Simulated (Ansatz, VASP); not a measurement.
**Ti: VASP beside Ansatz**

```
Ti
1.0
     4.79642    0.00000    0.00000
    -2.39821    4.15382    0.00000
     0.00000    0.00000    2.96579
Ti
3
Direct
  0.00000 0.00000 0.00000
  0.33333 0.66667 0.50000
  0.66667 0.33333 0.50000
```

Change from the starting cell: strain +0.050 along x and y, +0.050 along z, atoms carried along.

Alike in both runs: task single point; functional r2SCAN; k mesh 12 × 12 × 16; occupations gaussian, width 0.15 eV; no spin polarisation.

```csv
,VASP,Ansatz
version,VASP 6.6.1,Ansatz 0.2.0
potentials or method,"VASP PAW PBE potentials, release 64 (Ti_sv), cutoff 520 eV","scalar-relativistic, plane waves, PAW"
valence electrons in the cell,36,36
```

Ansatz gave:

```
gap on the k mesh at the Fermi level (eV)                     : none
pressure (GPa)                                                : -13.3
traceless stress, the component that is largest in VASP (GPa) : -0.44
```

Task: Which values does VASP return?

Result: gap on the k mesh at the Fermi level (eV): none; pressure (GPa): -13.0; traceless stress, the component that is largest in VASP (GPa): -0.48.

VASP's potentials were made for PBE, not for r2SCAN. A gap of «none» marks a metal or a gap that the smearing closes.
